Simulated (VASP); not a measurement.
# ZnS (P6_3mc) in VASP: notebook

ZnS is run at these levels: PBE; tasks: single point.

Everything below comes from runs of VASP 6.6.1. Logs are shortened: lines on timing, memory, paths and dates and some standing lists are left out, and cuts for length are marked.

## 1. The cell of the first run

The structure is hexagonal, space group P6_3mc (No. 186). The conventional cell has a = 3.861 Å, b = 3.861 Å, c = 6.316 Å, α = 90.00°, β = 90.00°, γ = 120.00°. Zn (site symmetry 3m) has 4 S at 2.34 to 2.43 Å within 3.1 Å. S (site symmetry 3m) has 4 Zn at 2.34 to 2.43 Å within 3.1 Å.

## 2. Single point, PBE (20.39 Å³/atom)

Contents of INCAR:

```
SYSTEM = ZnS
PREC = Accurate ; ENCUT = 520
EDIFF = 1E-7 ; ISMEAR = -1
SIGMA = 0.03 ; LREAL = .FALSE.
LASPH = .TRUE. ; NELM = 60
ALGO = Normal ; ISIF = 2
LWAVE = .FALSE. ; LCHARG = .FALSE.
GGA = PE ; NBANDS = 26
```

Contents of KPOINTS:

```
Automatic mesh
0
G
  8 8 5
  0 0 0
```

Contents of POSCAR:

```
ZnS
1.0
    3.8611492535      0.0000000000      0.0000000000
   -1.9305746268      3.3438533413      0.0000000000
    0.0000000000      0.0000000000      6.3160357234
Zn S
2 2
Direct
    0.3333333333      0.6666666667      0.0000000000
    0.6666666667      0.3333333333      0.5000000000
    0.3333333333      0.6666666667      0.3850000000
    0.6666666667      0.3333333333      0.8850000000
```

Potentials or basis: VASP PAW PBE potentials, release 64 (Zn, S).

Started as:

```sh
> cat potpaw_PBE.64/Zn/POTCAR potpaw_PBE.64/S/POTCAR > POTCAR
> mpirun -np 1 vasp_std > vasp.out
```

OUTCAR:

```text
SYSTEM = ZnS
   PREC = Accurate
   ENCUT = 520
   EDIFF = 1E-7
   ISMEAR = -1
   LREAL = .FALSE.
   LASPH = .TRUE.
   NELM = 60
   ISIF = 2
   GGA = PE

 ion  position               nearest neighbor table
   1  0.333  0.667  0.000-   4 2.34   4 2.34   4 2.34   3 2.43
   2  0.667  0.333  0.500-   3 2.34   3 2.34   3 2.34   4 2.43
   3  0.333  0.667  0.385-   2 2.34   2 2.34   2 2.34   1 2.43
   4  0.667  0.333  0.885-   1 2.34   1 2.34   1 2.34   2 2.43

  LATTYP: Found a hexagonal cell.
 ALAT       =     3.8611492535
 C/A-ratio  =     1.6357916539

  Lattice vectors:

 A1 = (   3.8611492535,   0.0000000000,   0.0000000000)
 A2 = (  -1.9305746268,   3.3438533413,   0.0000000000)
 A3 = (   0.0000000000,   0.0000000000,   6.3160357234)

Analysis of symmetry for initial positions (statically):
=====================================================================
 Subroutine PRICEL returns:
 Original cell was already a primitive cell.

 Routine SETGRP: Setting up the symmetry group for a
 hexagonal supercell.

 Subroutine GETGRP returns: Found 12 space group operations
 (whereof  6 operations were pure point group operations)
 out of a pool of 24 trial point group operations.

The static configuration has the point symmetry C_3v.
 The point group associated with its full space group is C_6v.

Analysis of symmetry for dynamics (positions and initial velocities):
=====================================================================
 Subroutine PRICEL returns:
 Original cell was already a primitive cell.

 Routine SETGRP: Setting up the symmetry group for a
 hexagonal supercell.

 Subroutine GETGRP returns: Found 12 space group operations
 (whereof  6 operations were pure point group operations)
 out of a pool of 24 trial point group operations.

The dynamic configuration has the point symmetry C_3v.
 The point group associated with its full space group is C_6v.

 Subroutine INISYM returns: Found 12 space group operations
 (whereof  6 operations are pure point group operations),
 and found     1 'primitive' translations

----------------------------------------------------------------------------------------

                                     Primitive cell

  volume of cell :      81.5471

[... 83 lines left out ...]
   PREC   = accura    normal or accurate (medium, high low for compatibility)
   ISTART =      0    job   : 0-new  1-cont  2-samecut
   ICHARG =      2    charge: 1-file 2-atom 10-const
   ISPIN  =      1    spin polarized calculation?
   LNONCOLLINEAR =      F non collinear calculations
   LSORBIT =      F    spin-orbit coupling
   LASPH  =      T    aspherical Exc in radial PAW
   ENCUT  =  520.0 eV  38.22 Ry    6.18 a.u.   7.18  7.18 11.74*2*pi/ulx,y,z
   NELM   =     60;   NELMIN=  2; NELMDL= -5     # of ELM steps
   EDIFF  = 0.1E-06   stopping-criterion for ELM
   LREAL  =      F    real-space projection
   EDIFFG = 0.1E-05   stopping-criterion for IOM
   NSW    =      0    number of steps for IOM
   IBRION =     -1    ionic relax: 0-MD 1-quasi-New 2-CG
   NFREE  =      0    steps in history (QN), initial steepest desc. (CG)
   ISIF   =      2    stress and relaxation
   ISYM   =      2    0-nonsym 1-usesym 2-fastsym
   POTIM  = 0.5000    time-step for ionic-motion
   TEBEG  =    0.0;   TEEND  =   0.0 temperature during run
   PSTRESS=    0.0 pullay stress
   NELECT =      36.0000    total number of electrons
   NUPDOWN=      -1.0000    fix difference up-down
   EMIN   =  10.00;   EMAX   =-10.00  energy-range for DOS
   EFERMI =   0.00;   METHOD = LEGACY
   ISMEAR =    -1;   SIGMA  =   0.03  broadening in eV -4-tet -1-fermi 0-gaus
   EFERMI_NEDOS =   21; number of points for ismear=-14 and -15
   IALGO  =     38    algorithm
   IMIX   =      4    mixing-type and parameters
     AMIX     =   0.40;   BMIX     =  1.00
     AMIX_MAG =   1.60;   BMIX_MAG =  1.00
  volume/ion in A,a.u.               =      20.39       137.58
  Fermi-wavevector in a.u.,A,eV,Ry     =   1.246540  2.355619 21.141574  1.553862
  Thomas-Fermi vector in A             =   2.380713
   LORBIT       =      0    0 simple, 1 ext, 2 COOP (PROOUT), +10 PAW based schemes
   GGA     = PE    functional components
   LHFCALC =     F    Hartree Fock is set to
   AEXX    =    0.0000 exact exchange contribution
   IVDW    =     0    specifies the selected vdW correction
   LEPSILON=     F    determine dielectric tensor
   LRPA    =     F    only Hartree local field effects (RPA)
 non-spin polarized calculation
  energy-cutoff  :      520.00
  volume of cell :       81.55
 maximum number of plane-waves:      2208
 NGX is ok and might be reduce to    30
   NGX = 15   NGY = 15   NGZ = 23

 number of electron      36.0000027 magnetization

 Free energy of the ion-electron system (eV)
  ---------------------------------------------------
  ext. energy  EPLUGINS =         0.00000000
  ---------------------------------------------------
  free energy    TOTEN  =       -13.67419785 eV

  energy without entropy =      -13.67419785  energy(sigma->0) =      -13.67419785

 E-fermi :   2.4370     XC(G=0):  -9.4675

 val. band max:        1.8107806845   @ k =   0.0000   0.0000   0.0000
 cond. band min:       3.8782930407   @ k =   0.0000   0.0000   0.0000
 fundamental gap:      2.0675123562
 Fermi energy:         2.4369586098

 k-point     1 :       0.0000    0.0000    0.0000
  band No.  band energies     occupation
      1     -11.1221      2.00000
      2     -10.2692      2.00000
      3      -4.4156      2.00000
      4      -4.4156      2.00000
      5      -4.3555      2.00000
      6      -4.3555      2.00000
[... 685 lines left out ...]
     25      10.6838      0.00000
     26      11.1255      0.00000

 [... further k-points ...]
[... 5 lines left out ...]
  --------------------------------------------------------------------------------------
  -------------------------------------------------------------------------------------
  Total        0.0592740      0.0592740     -0.7044043     -0.0000000     -0.0000000      0.0000000
  in kB        1.1645715      1.1645715    -13.8396210     -0.0000000     -0.0000000      0.0000000
  external PRESSURE =      -3.8368260 kB  Pullay stress =       0.0000000 kB

 VOLUME and BASIS-vectors are now :
 -----------------------------------------------------------------------------
  energy-cutoff  :      520.00
  volume of cell :       81.55
      direct lattice vectors                 reciprocal lattice vectors
     3.861149253  0.000000000  0.000000000     0.258990247  0.149528089  0.000000000
    -1.930574627  3.343853341  0.000000000     0.000000000  0.299056178  0.000000000
     0.000000000  0.000000000  6.316035723     0.000000000  0.000000000  0.158327160

 POSITION                                       TOTAL-FORCE (eV/Angst)
 -----------------------------------------------------------------------------------
     -0.00000      2.22924      0.00000        -0.000000     -0.000000      0.277564
      1.93057      1.11462      3.15802         0.000000      0.000000      0.277564
     -0.00000      2.22924      2.43167         0.000000     -0.000000     -0.277564
      1.93057      1.11462      5.58969        -0.000000      0.000000     -0.277564
 -----------------------------------------------------------------------------------
    total drift:                               -0.000000     -0.000000      0.000263

  FREE ENERGIE OF THE ION-ELECTRON SYSTEM (eV)
  ---------------------------------------------------
  free  energy   TOTEN  =       -13.6741978488 eV

  energy  without entropy=      -13.6741978488  energy(sigma->0) =      -13.67419785
```

OSZICAR:

```text
N       E                     dE             d eps       ncg     rms          rms(c)
DAV:   1     0.242996898302E+03    0.24300E+03   -0.17215E+04  1560   0.166E+03
DAV:   2     0.106968512045E+02   -0.23230E+03   -0.22291E+03  1594   0.349E+02
DAV:   3    -0.138985245823E+02   -0.24595E+02   -0.24341E+02  1886   0.112E+02
DAV:   4    -0.145230878564E+02   -0.62456E+00   -0.62278E+00  1816   0.180E+01
DAV:   5    -0.145325795715E+02   -0.94917E-02   -0.94893E-02  1892   0.219E+00    0.923E+00
DAV:   6    -0.136827814103E+02    0.84980E+00   -0.16469E+00  2348   0.363E+01    0.716E+00
DAV:   7    -0.136783311338E+02    0.44503E-02   -0.11498E+00  1678   0.627E+00    0.335E+00
DAV:   8    -0.136731404564E+02    0.51907E-02   -0.35276E-02  1942   0.193E+00    0.899E-01
DAV:   9    -0.136737948399E+02   -0.65438E-03   -0.78627E-03  2094   0.137E+00    0.216E-01
DAV:  10    -0.136739695009E+02   -0.17466E-03   -0.68196E-04  1838   0.325E-01    0.899E-02
DAV:  11    -0.136741956515E+02   -0.22615E-03   -0.37360E-04  1614   0.122E-01    0.565E-02
DAV:  12    -0.136741944220E+02    0.12295E-05   -0.11203E-05  1882   0.261E-02    0.110E-02
DAV:  13    -0.136741978340E+02   -0.34121E-05   -0.56798E-06  1630   0.145E-02    0.327E-03
DAV:  14    -0.136741978488E+02   -0.14750E-07   -0.36886E-07  1940   0.131E-02
   1 F= -.13674198E+02 E0= -.13674198E+02  d E =-.843569E-11
```

stdout:

```text
POSCAR found type information on POSCAR ZnS
 POSCAR found :  2 types and       4 ions
 scaLAPACK will be used
 LDA part: xc-table for (Slater+PW92), standard interpolation
 POSCAR, INCAR and KPOINTS ok, starting setup
 FFT: planning ... GRIDC
 FFT: planning ... GRID_SOFT
 FFT: planning ... GRID
 WAVECAR not read
 entering main loop
```

It took 97 s on 1 thread of Intel Xeon 8259CL, shared host; peak memory 0.22 GiB.

What came out:

| Quantity | Value |
| --- | --- |
| Free energy | -13.6742 eV |
| Pressure | -0.4 GPa |
| Largest force | 0.278 eV/Å |
| Band gap on the k mesh | 2.07 eV |

Forces on the atoms (eV/Å):
```
Zn   0.000  0.000  0.278
Zn   0.000  0.000  0.278
S    0.000  0.000 -0.278
S    0.000  0.000 -0.278
```

Levels at points of the mesh, in eV from the valence-band top:
```csv
k point,band 14,band 15,band 16,band 17,band 18,band 19,band 20,band 21,band 22,band 23
"(0.00, 0.00, 0.00)",-0.81,-0.81,-0.02,-0.02,0.00,2.07,2.92,6.32,6.32,6.62
"(0.50, 0.00, 0.00)",-4.06,-2.98,-2.12,-1.46,-0.93,3.64,4.16,5.21,7.15,7.25
```

## 3. Single point, PBE

This run uses another cell than the first one, of 19.60 Å³/atom.

Contents of INCAR:

```
SYSTEM = ZnS
PREC = Accurate ; ENCUT = 520
EDIFF = 1E-7 ; ISMEAR = -1
SIGMA = 0.03 ; LREAL = .False.
LASPH = .True. ; NELM = 80
ALGO = Normal ; ISIF = 2
LWAVE = .False. ; LCHARG = .False.
GGA = PE ; NBANDS = 26
```

Contents of KPOINTS:

```
Automatic mesh
0
Gamma
  8 8 5
  0 0 0
```

Contents of POSCAR:

```
ZnS
1.0
    3.8109987816      0.0000000000      0.0000000000
   -1.9054993908      3.3004217586      0.0000000000
    0.0000000000      0.0000000000      6.2340000000
Zn S
2 2
Direct
    0.3333333333      0.6666666667      0.0000000000
    0.6666666667      0.3333333333      0.5000000000
    0.3333333333      0.6666666667      0.3850000000
    0.6666666667      0.3333333333      0.8850000000
```

Potentials or basis: VASP PAW PBE potentials, release 64 (Zn, S).

Started as:

```sh
> cat potpaw_PBE.64/Zn/POTCAR potpaw_PBE.64/S/POTCAR > POTCAR
> mpirun -np 1 vasp_std > vasp.out
```

Run time: 44 s. Hardware: 1 thread of AMD EPYC 7R13 (Zen 3), shared host; peak memory 0.18 GiB.

Results (log left out):

```yaml
Free_energy: -13.6538 eV
Pressure: 2.5 GPa
Largest_force: 0.323 eV/Å
Band_gap_on_the_k_mesh: 2.25 eV
```

Forces in eV/Å, atoms in the order of the input:
```
Zn   0.000  0.000  0.323
Zn   0.000  0.000  0.323
S    0.000  0.000 -0.323
S    0.000  0.000 -0.323
```

Stress tensor (GPa, compression positive):
```
3.18 0.00 0.00
0.00 3.18 0.00
0.00 0.00 1.12
```

Levels at points of the mesh, in eV from the valence-band top:
| k point | band 14 | band 15 | band 16 | band 17 | band 18 | band 19 | band 20 | band 21 | band 22 | band 23 |
| --- | --- | --- | --- | --- | --- | --- | --- | --- | --- | --- |
| (0.00, 0.00, 0.00) | -0.86 | -0.86 | -0.01 | -0.01 | 0.00 | 2.25 | 3.00 | 6.30 | 6.30 | 6.61 |
| (0.50, 0.00, 0.00) | -4.21 | -3.16 | -2.25 | -1.56 | -0.98 | 3.62 | 4.27 | 5.18 | 7.14 | 7.42 |
